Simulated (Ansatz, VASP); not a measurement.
**Two plane-wave programs on ScAs4**

```
Sc As
1.0
    -4.26677    4.26677    1.61210
     4.26677   -4.26677    1.61210
     4.26677    4.26677   -1.61210
Sc As
1 4
Direct
  0.50000 0.50000 0.00000
  0.50000 0.81667 0.31667
  0.50000 0.18333 0.68333
  0.81667 0.50000 0.31667
  0.18333 0.50000 0.68333
```

Alike in both runs: functional PBE; k mesh 10 × 10 × 10; occupations gaussian, width 0.1 eV; no spin polarisation.

Ansatz relaxed the structure, and its values are those at the end. VASP's run is a single point on that final structure, the one shown.

|  | VASP | Ansatz |
| --- | --- | --- |
| version | VASP 6.6.1 | Ansatz 0.2.0 |
| potentials or method | VASP PAW PBE potentials, release 64 (Sc_sv, As), cutoff 500 eV | scalar-relativistic, plane waves, PAW |
| valence electrons in the cell | 31 | 71 |

```tsv
	VASP	Ansatz	Ansatz less VASP
gap on the k mesh at the Fermi level (eV)	none	none	-
pressure (GPa)	0.1	0.0	-0.12
rms of the force components (eV/Å)	0.005	0.000	-0.0045
```

A gap of «none» marks a metal or a gap that the smearing closes. The functional is the same, so the differences come from potentials, cutoffs and numerics. VASP's potentials hold 31 valence electrons a cell and Ansatz's 71, so a difference there can come from the potentials and not from the codes.
